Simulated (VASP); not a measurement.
# C (Fd-3m) in VASP: phonons with r2SCAN

Aim: the phonons of C with r2SCAN.

All numbers are computed with VASP 6.6.1; they aren't measurements. Logs are shortened: lines on timing, memory, paths and dates and some standing lists are left out, and cuts for length are marked.

### 1 The cell of the first run

The structure is cubic, space group Fd-3m (No. 227). Conventional cell: a = 3.560 Å, b = 3.560 Å, c = 3.560 Å, α = 90.00°, β = 90.00°, γ = 90.00°. C (site symmetry -43m) has 4 C at 1.54 Å within 2.1 Å.

### 2 Phonons, r2SCAN

The input, INCAR:

```
PREC = Accurate
ENCUT = 660
EDIFF = 1E-8
ISMEAR = 0
SIGMA = 0.01
LREAL = False
LASPH = True
NELM = 120
ALGO = Normal
ISIF = 2
LWAVE = False
LCHARG = False
METAGGA = R2SCAN
LMIXTAU = True
NBANDS = 11
IBRION = 6
NFREE = 2
POTIM = 0.015
NSW = 1
GGA_COMPAT = False
```

The input, KPOINTS:

```
regular mesh
0
Gamma
  12 12 12
```

The input, POSCAR:

```
C
1.0
    0.0000000000      1.7801381626      1.7801381626
    1.7801381626      0.0000000000      1.7801381626
    1.7801381626      1.7801381626      0.0000000000
C
2
Direct
    0.5000000000      0.5000000000      0.5000000000
    0.7500000000      0.7500000000      0.7500000000
```

Potentials or basis: VASP PAW PBE potentials, release 64 (C).

On the command line:

```sh
> cat potpaw_PBE.64/C/POTCAR > POTCAR
> mpirun -np 1 vasp_std > vasp.out
```

OUTCAR:

```text
PREC = Accurate
   ENCUT = 660
   EDIFF = 1E-8
   ISMEAR = 0
   LREAL = False
   LASPH = True
   NELM = 120
   ISIF = 2
   METAGGA = R2SCAN
   IBRION = 6
   NFREE = 2
   POTIM = 0.015
   NSW = 1

 ion  position               nearest neighbor table
   1  0.500  0.500  0.500-   2 1.54   2 1.54   2 1.54   2 1.54
   2  0.750  0.750  0.750-   1 1.54   1 1.54   1 1.54   1 1.54

  LATTYP: Found a face centered cubic cell.
 ALAT       =     3.5602763252

  Lattice vectors:

 A1 = (   0.0000000000,   1.7801381626,   1.7801381626)
 A2 = (   1.7801381626,   0.0000000000,   1.7801381626)
 A3 = (   1.7801381626,   1.7801381626,   0.0000000000)

Analysis of symmetry for initial positions (statically):
=====================================================================
 Subroutine PRICEL returns:
 Original cell was already a primitive cell.

 Routine SETGRP: Setting up the symmetry group for a
 face centered cubic supercell.

 Subroutine GETGRP returns: Found 48 space group operations
 (whereof 24 operations were pure point group operations)
 out of a pool of 48 trial point group operations.

The static configuration has the point symmetry T_d .
 The point group associated with its full space group is O_h .

Analysis of symmetry for dynamics (positions and initial velocities):
=====================================================================
 Subroutine PRICEL returns:
 Original cell was already a primitive cell.

 Routine SETGRP: Setting up the symmetry group for a
 face centered cubic supercell.

 Subroutine GETGRP returns: Found 48 space group operations
 (whereof 24 operations were pure point group operations)
 out of a pool of 48 trial point group operations.

The dynamic configuration has the point symmetry T_d .
 The point group associated with its full space group is O_h .

 Subroutine INISYM returns: Found 48 space group operations
 (whereof 24 operations are pure point group operations),
 and found     1 'primitive' translations

----------------------------------------------------------------------------------------

                                     Primitive cell

  volume of cell :      11.2821

  direct lattice vectors                    reciprocal lattice vectors
     0.000000000  1.780138163  1.780138163    -0.280877075  0.280877075  0.280877075
     1.780138163  0.000000000  1.780138163     0.280877075 -0.280877075  0.280877075
     1.780138163  1.780138163  0.000000000     0.280877075  0.280877075 -0.280877075

  length of vectors
     2.517495532  2.517495532  2.517495532     0.486493364  0.486493364  0.486493364

  position of ions in fractional coordinates (direct lattice)
     0.500000000  0.500000000  0.500000000
     0.750000000  0.750000000  0.750000000

  ion indices of the primitive-cell ions
   primitive index   ion index
                 1           1
                 2           2

----------------------------------------------------------------------------------------

 KPOINTS: regular mesh

Automatic generation of k-mesh.
 Grid dimensions read from file:
 generate k-points for:   12   12   12

 Generating k-lattice:

  Cartesian coordinates                     Fractional coordinates (reciprocal lattice)
    -0.023406423  0.023406423  0.023406423     0.083333333  0.000000000  0.000000000
     0.023406423 -0.023406423  0.023406423     0.000000000  0.083333333  0.000000000
     0.023406423  0.023406423 -0.023406423     0.000000000  0.000000000  0.083333333

  Length of vectors
     0.040541114  0.040541114  0.040541114

  Shift w.r.t. Gamma in fractional coordinates (k-lattice)
     0.000000000  0.000000000  0.000000000

 Subroutine IBZKPT returns following result:
 ===========================================

 Found     72 irreducible k-points:

 Following reciprocal coordinates:
            Coordinates               Weight
  0.000000  0.000000  0.000000      1.000000
  0.083333  0.000000  0.000000      8.000000
  0.166667  0.000000  0.000000      8.000000
  0.250000  0.000000  0.000000      8.000000
  0.333333  0.000000  0.000000      8.000000
  0.416667  0.000000  0.000000      8.000000
[... 16 lines left out ...]
  0.500000  0.166667  0.000000     24.000000
 -0.416667  0.166667  0.000000     24.000000
 [... further k-points ...]
   k-points           NKPTS =     72   k-points in BZ     NKDIM =     72   number of bands    NBANDS=     11
   number of dos      NEDOS =    301   number of ions     NIONS =      2
   total plane-waves  NPLWV =  13824
   dimension x,y,z NGX =    24 NGY =   24 NGZ =   24
   dimension x,y,z NGXF=    48 NGYF=   48 NGZF=   48
   ions per type =               2
   NGX,Y,Z   is equivalent  to a cutoff of  15.85, 15.85, 15.85 a.u.
   NGXF,Y,Z  is equivalent  to a cutoff of  31.70, 31.70, 31.70 a.u.
 SYSTEM =  unknown system
   PREC   = accura    normal or accurate (medium, high low for compatibility)
   ISTART =      0    job   : 0-new  1-cont  2-samecut
   ICHARG =      2    charge: 1-file 2-atom 10-const
   ISPIN  =      1    spin polarized calculation?
   LNONCOLLINEAR =      F non collinear calculations
   LSORBIT =      F    spin-orbit coupling
   LASPH  =      T    aspherical Exc in radial PAW
   ENCUT  =  660.0 eV  48.51 Ry    6.96 a.u.   5.27  5.27  5.27*2*pi/ulx,y,z
   NELM   =    120;   NELMIN=  2; NELMDL= -5     # of ELM steps
   EDIFF  = 0.1E-07   stopping-criterion for ELM
   LREAL  =      F    real-space projection
   EDIFFG = 0.1E-06   stopping-criterion for IOM
   NSW    =     61    number of steps for IOM
   IBRION =      6    ionic relax: 0-MD 1-quasi-New 2-CG
   NFREE  =      2    steps in history (QN), initial steepest desc. (CG)
   ISIF   =      2    stress and relaxation
   ISYM   =      2    0-nonsym 1-usesym 2-fastsym
   POTIM  = 0.0150    time-step for ionic-motion
   TEBEG  =    0.0;   TEEND  =   0.0 temperature during run
   PSTRESS=    0.0 pullay stress
   NELECT =       8.0000    total number of electrons
   NUPDOWN=      -1.0000    fix difference up-down
   EMIN   =  10.00;   EMAX   =-10.00  energy-range for DOS
   EFERMI =   0.00;   METHOD = LEGACY
   ISMEAR =     0;   SIGMA  =   0.01  broadening in eV -4-tet -1-fermi 0-gaus
   EFERMI_NEDOS =   21; number of points for ismear=-14 and -15
   IALGO  =     38    algorithm
   IMIX   =      4    mixing-type and parameters
     AMIX     =   0.40;   BMIX     =  1.00
     AMIX_MAG =   1.60;   BMIX_MAG =  1.00
  volume/ion in A,a.u.               =       5.64        38.07
  Fermi-wavevector in a.u.,A,eV,Ry     =   1.459848  2.758714 28.996160  2.131158
  Thomas-Fermi vector in A             =   2.576367
   LORBIT       =      0    0 simple, 1 ext, 2 COOP (PROOUT), +10 PAW based schemes
   METAGGA = R2SCAN    functional components
   LHFCALC =     F    Hartree Fock is set to
   AEXX    =    0.0000 exact exchange contribution
   IVDW    =     0    specifies the selected vdW correction
   LEPSILON=     F    determine dielectric tensor
   LRPA    =     F    only Hartree local field effects (RPA)
 finite differences with symmetry
 non-spin polarized calculation
 Gauss-broadening in eV      SIGMA  =   0.01
  energy-cutoff  :      660.00
  volume of cell :       11.28
 maximum number of plane-waves:       448
 NGX is ok and might be reduce to    24
   NGX = 11   NGY = 11   NGZ = 11

--------------------------------------- Ionic step        1  -------------------------------------------

 number of electron       8.0000000 magnetization

 Free energy of the ion-electron system (eV)
  ---------------------------------------------------
  ext. energy  EPLUGINS =         0.00000000
  ---------------------------------------------------
  free energy    TOTEN  =       -19.66915685 eV

  energy without entropy =      -19.66915685  energy(sigma->0) =      -19.66915685

 E-fermi :   9.9604     XC(G=0): -14.2868

 val. band max:        9.7890155176   @ k =   0.0000   0.0000   0.0000
 cond. band min:      14.1456565905   @ k =   0.3333   0.3333   0.0000
 fundamental gap:      4.3566410729
 Fermi energy:         9.9603931872

 k-point     1 :       0.0000    0.0000    0.0000
  band No.  band energies     occupation
      1     -12.9800      2.00000
      2       9.7890      2.00000
      3       9.7890      2.00000
      4       9.7890      2.00000
      5      15.6400      0.00000
      6      15.6400      0.00000
      7      15.6400      0.00000
      8      23.7366      0.00000
      9      30.2625      0.00000
     10      37.2391      0.00000
     11      37.2391      0.00000
[... 391 lines left out ...]
  energy  without entropy=      -19.6647860618  energy(sigma->0) =      -19.66478606

--------------------------------------- Ionic step        3  -------------------------------------------

 number of electron       8.0000000 magnetization

 Free energy of the ion-electron system (eV)
  ---------------------------------------------------
  ext. energy  EPLUGINS =         0.00000000
  ---------------------------------------------------
  free energy    TOTEN  =       -19.66478607 eV

  energy without entropy =      -19.66478607  energy(sigma->0) =      -19.66478607

 E-fermi :  10.1724     XC(G=0): -14.2868

 val. band max:       10.0333101937   @ k =   0.0000   0.0000   0.0000
 cond. band min:      14.1409309017   @ k =   0.3333   0.3333   0.0000
 fundamental gap:      4.1076207081
 Fermi energy:        10.1724155690

 k-point     1 :       0.0000    0.0000    0.0000
  band No.  band energies     occupation
      1     -12.9805      2.00000
      2       9.5445      2.00000
      3       9.7923      2.00000
      4      10.0333      2.00000
      5      15.4289      0.00000
      6      15.6357      0.00000
      7      15.8536      0.00000
      8      23.7355      0.00000
      9      30.2606      0.00000
     10      37.2386      0.00000
     11      37.2403      0.00000
[... 351 lines left out ...]
  FREE ENERGIE OF THE ION-ELECTRON SYSTEM (eV)
  ---------------------------------------------------
  free  energy   TOTEN  =       -19.6647860661 eV

  energy  without entropy=      -19.6647860661  energy(sigma->0) =      -19.66478607

 INTERNAL STRAIN TENSORS FROM DISPLACED ATOMS
 ============================================

 INTERNAL STRAIN TENSOR FOR ION    1 for displacements in x,y,z  (eV/Angst):
          X           Y           Z          XY          YZ          ZX
  --------------------------------------------------------------------------------
  x     0.00000     0.00000     0.00000     0.00000     2.48120     0.00000
  y     0.00000    -0.00000     0.00000     0.00000     0.00000     2.48120
  z     0.00000     0.00000     0.00000     2.48120     0.00000     0.00000

 INTERNAL STRAIN TENSOR FOR ION    2 for displacements in x,y,z  (eV/Angst):
          X           Y           Z          XY          YZ          ZX
  --------------------------------------------------------------------------------
  x    -0.00000     0.00000     0.00000     0.00000    -2.48120     0.00000
  y     0.00000     0.00000     0.00000     0.00000     0.00000    -2.48120
  z     0.00000     0.00000     0.00000    -2.48120     0.00000     0.00000

 Eigenvectors and eigenvalues of the dynamical matrix
 ----------------------------------------------------

   1 f  =   39.757862 THz   249.806013 2PiTHz 1326.179517 cm-1   164.425230 meV
             X         Y         Z           dx          dy          dz
      1.780138  1.780138  1.780138     0.000000   -0.707107    0.000000
      2.670207  2.670207  2.670207     0.000000    0.707107    0.000000

   2 f  =   39.757862 THz   249.806013 2PiTHz 1326.179517 cm-1   164.425230 meV
             X         Y         Z           dx          dy          dz
      1.780138  1.780138  1.780138    -0.707107    0.000000    0.000000
      2.670207  2.670207  2.670207     0.707107    0.000000    0.000000
[... 11 lines left out ...]
   5 f  =    0.000000 THz     0.000000 2PiTHz    0.000000 cm-1     0.000000 meV
             X         Y         Z           dx          dy          dz
      1.780138  1.780138  1.780138     0.000000    0.707107    0.000000
      2.670207  2.670207  2.670207     0.000000    0.707107    0.000000

   6 f  =    0.000000 THz     0.000000 2PiTHz    0.000000 cm-1     0.000000 meV
             X         Y         Z           dx          dy          dz
      1.780138  1.780138  1.780138     0.000000    0.000000    0.707107
      2.670207  2.670207  2.670207     0.000000    0.000000    0.707107

 ELASTIC MODULI CONTR FROM IONIC RELAXATION (kBar)
 Direction    XX          YY          ZZ          XY          YZ          ZX
 --------------------------------------------------------------------------------
 XX          -0.0000      0.0000      0.0000      0.0000     -0.0000      0.0000
 YY           0.0000     -0.0000      0.0000      0.0000      0.0000      0.0000
 ZZ           0.0000      0.0000      0.0000      0.0000      0.0000      0.0000
 XY           0.0000      0.0000      0.0000    -22.5086      0.0000      0.0000
 YZ          -0.0000      0.0000      0.0000      0.0000    -22.5086      0.0000
 ZX           0.0000      0.0000      0.0000      0.0000      0.0000    -22.5086
 --------------------------------------------------------------------------------
```

Run time: 6.2 min. Hardware: 1 thread of AMD EPYC 7R13 (Zen 3), shared host; peak memory 0.16 GiB.

What came out:

```yaml
Highest_phonon_frequency_at_Γ: 1326 cm⁻¹
```

Phonon frequencies in cm⁻¹ (negative: imaginary):
| q point | frequencies |
| --- | --- |
| (0.000, 0.000, 0.000) | 0 0 0 1326 1326 1326 |
